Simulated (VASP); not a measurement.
Runs of VASP 6.6.1 on Ga. The structure is that of space group Im-3m (No. 229), or close to it. The cells are those of the table. 

| cell | k mesh | gap on the mesh (eV) | pressure (GPa) |
| --- | --- | --- | --- |
| a = 2.856 Å, angles 70.5, 109.5, 70.5°, 1 atom | 9 × 9 × 9 | none | (a) |
| a = 2.866 Å, angles 70.5, 109.5, 70.5°, 1 atom | 9 × 9 × 9 | none | -0.5 |
| a = 2.847 Å, angles 70.5, 109.5, 70.5°, 1 atom | 10 × 10 × 10 | none | 0.4 |
| a = 2.851 Å, angles 70.5, 109.5, 70.5°, 1 atom | 10 × 10 × 10 | none | 0.1 |

Alike in all rows: task single point; level PBEsol; potentials or basis VASP PAW PBE potentials, release 64 (Ga_d); no spin polarisation; cutoff (eV) 500; smearing fermi-dirac 0.05 eV.

Question: Fill in the values left out.

Answer: (a) 0.0.

Caveats: the PAW data sets were made with another functional, which shifts forces and pressure a little.

A k mesh can miss the band edges, and the runs leave out spin-orbit coupling on Ga.

A gap of «none» marks levels without a gap at the run's occupations.
